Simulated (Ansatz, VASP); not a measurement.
## One calculation of GaSi16, two programs

```
Si Ga
1.0
     0.00000    5.43000    5.43000
     5.43000    0.00000    5.43000
     5.43000    5.43000    0.00000
Si Ga
16 1
Direct
  0.00116 0.00129 0.99639
  0.12200 0.12222 0.12806
  0.00119 0.00129 0.50150
  0.12487 0.12499 0.62528
  0.98600 0.50464 0.00486
  0.12205 0.62784 0.12807
  0.00118 0.49612 0.50152
  0.12197 0.62783 0.62247
  0.50441 0.98640 0.00479
  0.62772 0.12222 0.12806
  0.49602 0.00129 0.50150
  0.62771 0.12215 0.62242
  0.50450 0.50464 0.00486
  0.62471 0.62511 0.12547
  0.50436 0.50452 0.48675
  0.62772 0.62783 0.62247
  0.37470 0.37515 0.87546
```

Alike in both runs: functional PBE; dispersion D3(BJ); k mesh 2 × 2 × 2; occupations gaussian, width 0.05 eV; collinear spin.

Ansatz relaxed the structure, and its values are those at the end. VASP's run is a single point on that final structure, the one shown.

```csv
,VASP,Ansatz
version,VASP 6.6.1,Ansatz 0.2.0
potentials or method,"VASP PAW PBE potentials, release 64 (Si, Ga_d), cutoff 520 eV","scalar-relativistic, plane waves, PAW"
valence electrons in the cell,77,77
```

```csv
,VASP,Ansatz,Ansatz less VASP
net moment per atom (μB),0.00,0.00,0.000
```

Ansatz's warnings: seeded moment not kept, structure snapped to symmetry.

The k mesh is coarse, so the values compare programs but aren't converged.
